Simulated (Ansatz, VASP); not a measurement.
## Li2Se: VASP beside Ansatz

```
CELL_PARAMETERS angstrom
0.00000 2.99342 2.99342
2.99342 0.00000 2.99342
2.99342 2.99342 0.00000
ATOMIC_POSITIONS crystal
Li 0.25000 0.25000 0.25000
Li 0.75000 0.75000 0.75000
Se 0.00000 0.00000 0.00000
```

Alike in both runs: functional r2SCAN; k mesh 7 × 7 × 7; occupations fermi-dirac, width 0.02 eV; no spin polarisation.

Ansatz relaxed the structure, and its values are those at the end. VASP's run is a single point on that final structure, the one shown.

|  | VASP | Ansatz |
| --- | --- | --- |
| version | VASP 6.6.1 | Ansatz 0.2.0 |
| potentials or method | VASP PAW PBE potentials, release 64 (Li_sv, Se) | PAW with Ansatz's default frozen-core files, scalar-relativistic |
| plane-wave cutoff (eV) | 830 | 500 |
| valence electrons in the cell | 12 | 22 |

|  | VASP | Ansatz | Ansatz less VASP |
| --- | --- | --- | --- |
| gap on the k mesh at the Fermi level (eV) | 3.60 | 3.62 | +0.020 |
| pressure (GPa) | -0.2 | 0.0 | +0.12 |

VASP's potentials were made for PBE, not for r2SCAN. VASP's potentials hold 12 valence electrons a cell and Ansatz's 22, so a difference there can come from the potentials and not from the codes.
